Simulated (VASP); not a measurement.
Wanted: the native input for a VASP 6.6.1 run.

- Task: single point
- Functional: PBE
- Potentials or basis: VASP PAW PBE potentials, release 64 (Ti_sv, C)
- Cutoff: 520 eV
- k mesh: 8 × 8 × 4
- Occupations: gaussian, width 0.2 eV
- Spin: no spin polarisation
- Dipole correction: no
- Further INCAR settings: ALGO = Normal; EDIFF = 1e-06; NBANDS = 24

The structure of TiC lies in POSCAR:

```
TiC
1.0
    1.5682588628      2.3502990059      0.0000000000
    0.0000000000      0.0000000000     -2.8930113546
   -4.7047765883      2.3502990059      0.0000000000
Ti C
2 2
Direct
    0.2500000000      0.0000000000      0.7500000000
    0.7500000000      0.0000000000      0.2500000000
    1.0000000000      0.5000000000      1.0000000000
    0.5000000000      0.5000000000      0.5000000000
```

The input as run:

INCAR

```
SYSTEM = TiC
PREC = Accurate ; ENCUT = 520
EDIFF = 1E-6 ; ISMEAR = 0
SIGMA = 0.2 ; LREAL = .False.
LASPH = .True. ; NELM = 100
ALGO = Normal ; ISIF = 2
LWAVE = .False. ; LCHARG = .False.
GGA = PE ; NBANDS = 24
```

KPOINTS

```
regular mesh
0
Gamma
  8 8 4
  0 0 0
```

Potentials or basis: VASP PAW PBE potentials, release 64 (Ti_sv, C).

Launch:

```bash
$ cat potpaw_PBE.64/Ti_sv/POTCAR potpaw_PBE.64/C/POTCAR > POTCAR
$ mpirun -np 1 vasp_std > vasp.out
```

Results of the run:

```json
{"Pressure": "0.2 GPa", "Band gap on the k mesh": "zero (bands 16 and 17 overlap by 0.86 eV)"}
```

It took 100 s on 1 thread of Intel Xeon 8259CL, with other jobs on the host, peak memory 0.21 GiB.
